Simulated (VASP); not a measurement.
# CuRuC4N4 (P-43m) in VASP: single point with PBE

Aim: the single point of CuRuC4N4 with PBE.

Everything below comes from runs of VASP 6.6.1. Logs are shortened: lines on timing, memory, paths and dates and some standing lists are left out, and cuts for length are marked.

### Step 1. The cell of the first run

It takes space group P-43m (No. 215, cubic). The conventional cell has a = 5.830 Å, b = 5.830 Å, c = 5.830 Å, α = 90.00°, β = 90.00°, γ = 90.00°. Within 2.6 Å of Cu (site symmetry -43m) lie 4 N at 1.93 Å. Ru (site symmetry -43m) has 4 C at 1.94 Å within 2.6 Å. Within 1.6 Å of C (site symmetry 3m) lie 1 N at 1.18 Å. N (site symmetry 3m) has 1 C at 1.18 Å within 1.6 Å.

### Step 2. Single point, PBE, collinear spin, ferromagnetic start

File INCAR:

```
SYSTEM = CuRuC4N4
  PREC = Accurate
  ENCUT = 520
  EDIFF = 1E-6
  ISMEAR = 0
  SIGMA = 0.1
  LREAL = .FALSE.
  LASPH = .TRUE.
  NELM = 150
  ALGO = Normal
  ISIF = 2
  LWAVE = .FALSE.
  LCHARG = .FALSE.
  ISPIN = 2
  MAGMOM = 0 -0.37 0 0 0 0 0 0 0 0
  LORBIT = 11
  LMAXMIX = 4
  GGA = PE
  NBANDS = 46
```

File KPOINTS:

```
regular mesh
0
G
  6 6 6
  0 0 0
```

File POSCAR:

```
CuRuC4N4
1.0
    5.8297841523      0.0000000000      0.0000000000
    0.0000000000      5.8297841523      0.0000000000
    0.0000000000      0.0000000000      5.8297841523
Cu Ru C N
1 1 4 4
Direct
    0.5000000000      0.5000000000      0.5000000000
    0.0000000000      0.0000000000      0.0000000000
    0.1922365380      0.1922365380      0.1922365380
    0.1922365380      0.8077634620      0.8077634620
    0.8077634620      0.1922365380      0.8077634620
    0.8077634620      0.8077634620      0.1922365380
    0.3088764438      0.3088764438      0.3088764438
    0.3088764438      0.6911235562      0.6911235562
    0.6911235562      0.3088764438      0.6911235562
    0.6911235562      0.6911235562      0.3088764438
```

Potentials or basis: VASP PAW PBE potentials, release 64 (Cu, Ru_pv, C, N).

The run is started by

```bash
cat potpaw_PBE.64/Cu/POTCAR potpaw_PBE.64/Ru_pv/POTCAR potpaw_PBE.64/C/POTCAR potpaw_PBE.64/N/POTCAR > POTCAR
mpirun -np 1 vasp_std > vasp.out
```

OUTCAR:

```text
SYSTEM = CuRuC4N4
   PREC = Accurate
   ENCUT = 520
   EDIFF = 1E-6
   ISMEAR = 0
   LREAL = .FALSE.
   LASPH = .TRUE.
   NELM = 150
   ISIF = 2
   ISPIN = 2
   LORBIT = 11
   GGA = PE

 ion  position               nearest neighbor table
   1  0.500  0.500  0.500-   7 1.93   8 1.93   9 1.93  10 1.93
   2  0.000  0.000  0.000-   3 1.94   4 1.94   5 1.94   6 1.94
   3  0.192  0.192  0.192-   7 1.18   2 1.94
   4  0.192  0.808  0.808-   8 1.18   2 1.94
   5  0.808  0.192  0.808-   9 1.18   2 1.94
   6  0.808  0.808  0.192-  10 1.18   2 1.94
   7  0.309  0.309  0.309-   3 1.18   1 1.93
   8  0.309  0.691  0.691-   4 1.18   1 1.93
   9  0.691  0.309  0.691-   5 1.18   1 1.93
  10  0.691  0.691  0.309-   6 1.18   1 1.93

  LATTYP: Found a simple cubic cell.
 ALAT       =     5.8297841523

  Lattice vectors:

 A1 = (   5.8297841523,   0.0000000000,   0.0000000000)
 A2 = (   0.0000000000,   5.8297841523,   0.0000000000)
 A3 = (   0.0000000000,   0.0000000000,   5.8297841523)

Analysis of symmetry for initial positions (statically):
=====================================================================
 Subroutine PRICEL returns:
 Original cell was already a primitive cell.

 Routine SETGRP: Setting up the symmetry group for a
 simple cubic supercell.

 Subroutine GETGRP returns: Found 24 space group operations
 (whereof 24 operations were pure point group operations)
 out of a pool of 48 trial point group operations.

The static configuration has the point symmetry T_d .

Analysis of symmetry for dynamics (positions and initial velocities):
=====================================================================
 Subroutine PRICEL returns:
 Original cell was already a primitive cell.

 Routine SETGRP: Setting up the symmetry group for a
 simple cubic supercell.

 Subroutine GETGRP returns: Found 24 space group operations
 (whereof 24 operations were pure point group operations)
 out of a pool of 48 trial point group operations.

The dynamic configuration has the point symmetry T_d .

Analysis of structural, dynamic, and magnetic symmetry:
=====================================================================
 Subroutine PRICEL returns:
 Original cell was already a primitive cell.

 Routine SETGRP: Setting up the symmetry group for a
 simple cubic supercell.

 Subroutine GETGRP returns: Found 24 space group operations
 (whereof 24 operations were pure point group operations)
 out of a pool of 48 trial point group operations.

The overall configuration has the point symmetry T_d .

 Subroutine INISYM returns: Found 24 space group operations
 (whereof 24 operations are pure point group operations),
 and found     1 'primitive' translations

----------------------------------------------------------------------------------------

                                     Primitive cell

  volume of cell :     198.1333

  direct lattice vectors                    reciprocal lattice vectors
     5.829784152  0.000000000  0.000000000     0.171532937  0.000000000  0.000000000
     0.000000000  5.829784152  0.000000000     0.000000000  0.171532937  0.000000000
     0.000000000  0.000000000  5.829784152     0.000000000  0.000000000  0.171532937

  length of vectors
     5.829784152  5.829784152  5.829784152     0.171532937  0.171532937  0.171532937

  position of ions in fractional coordinates (direct lattice)
     0.500000000  0.500000000  0.500000000
     0.000000000  0.000000000  0.000000000
     0.192236538  0.192236538  0.192236538
     0.192236538  0.807763462  0.807763462
     0.807763462  0.192236538  0.807763462
     0.807763462  0.807763462  0.192236538
     0.308876444  0.308876444  0.308876444
     0.308876444  0.691123556  0.691123556
     0.691123556  0.308876444  0.691123556
     0.691123556  0.691123556  0.308876444

  ion indices of the primitive-cell ions
   primitive index   ion index
                 1           1
                 2           2
                 3           3
                 4           4
                 5           5
                 6           6
                 7           7
                 8           8
                 9           9
                10          10

[... 58 lines left out ...]
   ISTART =      0    job   : 0-new  1-cont  2-samecut
   ICHARG =      2    charge: 1-file 2-atom 10-const
   ISPIN  =      2    spin polarized calculation?
   LNONCOLLINEAR =      F non collinear calculations
   LSORBIT =      F    spin-orbit coupling
   LASPH  =      T    aspherical Exc in radial PAW
   ENCUT  =  520.0 eV  38.22 Ry    6.18 a.u.  10.84 10.84 10.84*2*pi/ulx,y,z
   NELM   =    150;   NELMIN=  2; NELMDL= -5     # of ELM steps
   EDIFF  = 0.1E-05   stopping-criterion for ELM
   LREAL  =      F    real-space projection
   EDIFFG = 0.1E-04   stopping-criterion for IOM
   NSW    =      0    number of steps for IOM
   IBRION =     -1    ionic relax: 0-MD 1-quasi-New 2-CG
   NFREE  =      0    steps in history (QN), initial steepest desc. (CG)
   ISIF   =      2    stress and relaxation
   ISYM   =      2    0-nonsym 1-usesym 2-fastsym
   POTIM  = 0.5000    time-step for ionic-motion
   TEBEG  =    0.0;   TEEND  =   0.0 temperature during run
   PSTRESS=    0.0 pullay stress
   NELECT =      61.0000    total number of electrons
   NUPDOWN=      -1.0000    fix difference up-down
   EMIN   =  10.00;   EMAX   =-10.00  energy-range for DOS
   EFERMI =   0.00;   METHOD = LEGACY
   ISMEAR =     0;   SIGMA  =   0.10  broadening in eV -4-tet -1-fermi 0-gaus
   EFERMI_NEDOS =   21; number of points for ismear=-14 and -15
   IALGO  =     38    algorithm
   IMIX   =      4    mixing-type and parameters
     AMIX     =   0.40;   BMIX     =  1.00
     AMIX_MAG =   1.60;   BMIX_MAG =  1.00
  volume/ion in A,a.u.               =      19.81       133.71
  Fermi-wavevector in a.u.,A,eV,Ry     =   1.105433  2.088965 16.626067  1.221981
  Thomas-Fermi vector in A             =   2.241920
   LORBIT       =     11    0 simple, 1 ext, 2 COOP (PROOUT), +10 PAW based schemes
   GGA     = PE    functional components
   LHFCALC =     F    Hartree Fock is set to
   AEXX    =    0.0000 exact exchange contribution
   IVDW    =     0    specifies the selected vdW correction
   LEPSILON=     F    determine dielectric tensor
   LRPA    =     F    only Hartree local field effects (RPA)
 spin polarized calculation
 Gauss-broadening in eV      SIGMA  =   0.10
  energy-cutoff  :      520.00
  volume of cell :      198.13
 maximum number of plane-waves:      5400
 NGX is ok and might be reduce to    48
   NGX = 21   NGY = 21   NGZ = 21

 number of electron      61.0000007 magnetization      -0.9955565

 Free energy of the ion-electron system (eV)
  ---------------------------------------------------
  ext. energy  EPLUGINS =         0.00000000
  ---------------------------------------------------
  free energy    TOTEN  =       -77.27694177 eV

  energy without entropy =      -77.23618256  energy(sigma->0) =      -77.25656217

 E-fermi :  -0.2689     XC(G=0):  -7.4141

 val. band max:       -0.2727805471   @ k =   0.3333   0.3333   0.3333
 cond. band min:      -0.2652222161   @ k =   0.3333   0.3333   0.1667
 fundamental gap:      0.0075583310
 Fermi energy:        -0.2688638289

 spin component 1

 k-point     1 :       0.0000    0.0000    0.0000
  band No.  band energies     occupation
      1     -43.6707      1.00000
      2     -43.6707      1.00000
      3     -43.6707      1.00000
      4     -18.2481      1.00000
      5     -18.1089      1.00000
      6     -18.1089      1.00000
[... 889 lines left out ...]
     41       5.0500      0.00000
     42       7.1985      0.00000
 Fermi energy:        -0.2688638289

 spin component 2

 k-point     1 :       0.0000    0.0000    0.0000
  band No.  band energies     occupation
      1     -44.0617      1.00000
      2     -44.0617      1.00000
      3     -44.0617      1.00000
      4     -18.3056      1.00000
      5     -18.1662      1.00000
      6     -18.1662      1.00000
[... 889 lines left out ...]
     41       4.9498      0.00000
     42       7.1411      0.00000
 [bands above 42 left out]

------------------------ aborting loop because EDIFF is reached ----------------------------------------

  FORCE on cell =-STRESS in cart. coord.  units (eV):
  Direction    XX          YY          ZZ          XY          YZ          ZX
  --------------------------------------------------------------------------------------
  -------------------------------------------------------------------------------------
  Total        0.4669953      0.4669953      0.4669953      0.0000000      0.0000000      0.0000000
  in kB        3.7762925      3.7762925      3.7762925      0.0000000      0.0000000      0.0000000
  external PRESSURE =       3.7762925 kB  Pullay stress =       0.0000000 kB

 VOLUME and BASIS-vectors are now :
 -----------------------------------------------------------------------------
  energy-cutoff  :      520.00
  volume of cell :      198.13
      direct lattice vectors                 reciprocal lattice vectors
     5.829784152  0.000000000  0.000000000     0.171532937  0.000000000  0.000000000
     0.000000000  5.829784152  0.000000000     0.000000000  0.171532937  0.000000000
     0.000000000  0.000000000  5.829784152     0.000000000  0.000000000  0.171532937

 POSITION                                       TOTAL-FORCE (eV/Angst)
 -----------------------------------------------------------------------------------
      2.91489      2.91489      2.91489        -0.000000      0.000000     -0.000000
      0.00000      0.00000      0.00000        -0.000000      0.000000     -0.000000
      1.12070      1.12070      1.12070        -0.192807     -0.192807     -0.192807
      1.12070      4.70909      4.70909        -0.192807      0.192807      0.192807
      4.70909      1.12070      4.70909         0.192807     -0.192807      0.192807
      4.70909      4.70909      1.12070         0.192807      0.192807     -0.192807
      1.80068      1.80068      1.80068         0.163880      0.163880      0.163880
      1.80068      4.02910      4.02910         0.163880     -0.163880     -0.163880
      4.02910      1.80068      4.02910        -0.163880      0.163880     -0.163880
      4.02910      4.02910      1.80068        -0.163880     -0.163880      0.163880
 -----------------------------------------------------------------------------------
    total drift:                               -0.000000     -0.000000      0.000000

  FREE ENERGIE OF THE ION-ELECTRON SYSTEM (eV)
  ---------------------------------------------------
  free  energy   TOTEN  =       -77.2769417725 eV

  energy  without entropy=      -77.2361825612  energy(sigma->0) =      -77.25656217

 total charge

# of ion       s       p       d       tot
------------------------------------------
    1        0.359   0.489   9.131   9.979
    2        0.438   6.341   6.050  12.829
    3        0.946   1.654   0.000   2.600
    4        0.946   1.654   0.000   2.600
    5        0.946   1.654   0.000   2.600
    6        0.946   1.654   0.000   2.600
    7        1.306   2.544   0.000   3.850
    8        1.306   2.544   0.000   3.850
    9        1.306   2.544   0.000   3.850
   10        1.306   2.544   0.000   3.850
--------------------------------------------------
tot          9.803  23.623  15.182  48.608

 magnetization (x)

# of ion       s       p       d       tot
------------------------------------------
    1       -0.001   0.001   0.027   0.027
    2       -0.002  -0.062  -0.433  -0.498
    3       -0.007  -0.002   0.000  -0.009
    4       -0.007  -0.002   0.000  -0.009
    5       -0.007  -0.002   0.000  -0.009
    6       -0.007  -0.002   0.000  -0.009
    7       -0.003  -0.037   0.000  -0.040
    8       -0.003  -0.037   0.000  -0.040
    9       -0.003  -0.037   0.000  -0.040
   10       -0.003  -0.037   0.000  -0.040
--------------------------------------------------
tot         -0.044  -0.215  -0.407  -0.666
```

Wall time 18 min (1 thread of Intel Xeon 8259CL, shared host); peak memory 0.59 GiB.

Results:

```yaml
Free_energy: -77.2769 eV
Pressure: 0.4 GPa
Largest_force: 0.334 eV/Å
Band_gap_on_the_k_mesh: zero (filled and empty bands overlap)
Net_moment: -1.00 μB per cell
Site_moments: Cu +0.03; Ru -0.50; C -0.01; N -0.04 μB
Valence_electrons_inside_the_program's_atomic_spheres: Cu 9.98; Ru 12.83; C 2.60; N 3.85
```

Forces on the atoms (eV/Å):
```
Cu   0.000  0.000  0.000
Ru   0.000  0.000  0.000
C   -0.193 -0.193 -0.193
C   -0.193  0.193  0.193
C    0.193 -0.193  0.193
C    0.193  0.193 -0.193
N    0.164  0.164  0.164
N    0.164 -0.164 -0.164
N   -0.164  0.164 -0.164
N   -0.164 -0.164  0.164
```

Levels at points of the mesh, in eV from the Fermi level:
Spin up:
```tsv
k point	band 26	band 27	band 28	band 29	band 30	band 31	band 32	band 33	band 34	band 35
(0.00, 0.00, 0.00)	-1.18	-1.18	-1.15	-1.15	-1.15	0.09	0.09	0.09	4.90	4.90
(0.50, 0.00, 0.00)	-1.79	-1.60	-1.27	-1.27	-0.78	0.34	0.53	0.53	4.24	4.24
(0.50, 0.50, 0.00)	-1.75	-1.60	-1.22	-1.22	-0.79	0.40	0.52	0.52	4.38	4.38
(0.50, 0.50, 0.50)	-1.11	-1.11	-1.11	-1.10	-1.10	0.24	0.24	0.24	4.82	4.82
```
Spin down:
```csv
k point,band 29,band 30,band 31,band 32,band 33,band 34
"(0.00, 0.00, 0.00)",-1.14,-1.14,-0.25,-0.25,-0.25,4.72
"(0.50, 0.00, 0.00)",-1.30,-0.80,0.00,0.22,0.22,4.14
"(0.50, 0.50, 0.00)",-1.24,-0.81,0.05,0.20,0.20,4.30
"(0.50, 0.50, 0.50)",-1.09,-1.09,-0.12,-0.12,-0.12,4.73
```

Caveat: a cell with one magnetic atom can't hold antiferromagnetic order, which such compounds often take. With open d or f shells a metallic result of PBE can be an artefact of self-interaction; +U or a hybrid may open a gap.
